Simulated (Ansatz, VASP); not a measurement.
# VO2: VASP beside Ansatz

The input INCAR:

```
SYSTEM = VO2
PREC = Accurate ; ENCUT = 600
EDIFF = 1E-6 ; ISMEAR = -1
SIGMA = 0.05 ; LREAL = .FALSE.
LASPH = .TRUE. ; NELM = 200
ALGO = Normal ; ISIF = 2
LWAVE = .FALSE. ; LCHARG = .FALSE.
ISPIN = 2 ; MAGMOM = 1.5 1.5 0 0 0 0
LORBIT = 11 ; LMAXMIX = 4
GGA = PE ; NBANDS = 38
GGA_COMPAT = .FALSE.
```

File KPOINTS:

```
regular mesh
0
G
  5 5 8
  0 0 0
```

POSCAR

```
VO2
1.0
    4.5300000000      0.0000000000      0.0000000000
    0.0000000000      4.5300000000      0.0000000000
    0.0000000000      0.0000000000      2.8690000000
V O
2 4
Direct
    0.0000000000      0.0000000000      0.0000000000
    0.5000000000      0.5000000000      0.5000000000
    0.3050000000      0.3050000000      0.0000000000
    0.1950000000      0.8050000000      0.5000000000
    0.6950000000      0.6950000000      0.0000000000
    0.8050000000      0.1950000000      0.5000000000
```

Input for Ansatz:

```yaml
crystal:
  lattice:
    - [4.53, 0.0, 0.0]
    - [0.0, 4.53, 0.0]
    - [0.0, 0.0, 2.869]
  atoms:
    - { symbol: V, position: [0.0, 0.0, 0.0] }
    - { symbol: V, position: [0.5, 0.5, 0.5] }
    - { symbol: O, position: [0.305, 0.305, 0.0] }
    - { symbol: O, position: [0.195, 0.805, 0.5] }
    - { symbol: O, position: [0.695, 0.695, 0.0] }
    - { symbol: O, position: [0.805, 0.195, 0.5] }
kpoints:
  mp_grid:
    grid: [5, 5, 8]
hamiltonian:
  xc: pbe
magnetization:
  spin_polarized: true
  per_species:
    V: 1.5
scf:
  occupations:
    method: fermi_dirac
    width: 0.05
```

Alike in both runs: task single point; functional PBE; k mesh 5 × 5 × 8; occupations fermi-dirac, width 0.05 eV; collinear spin.

```csv
,VASP,Ansatz
version,VASP 6.6.1,Ansatz 0.2.0
potentials or method,"VASP PAW PBE potentials, release 64 (V_sv, O)","plane waves, PAW"
plane-wave cutoff (eV),600,420
valence electrons in the cell,50,50
```

```tsv
	VASP	Ansatz	Ansatz less VASP
net moment per atom (μB)	0.33	0.33	0.000
size of the moment on the site where the two differ most (μB)	1.05	0.83	-0.222
```

Site moments also hang on the region over which each program counts them.
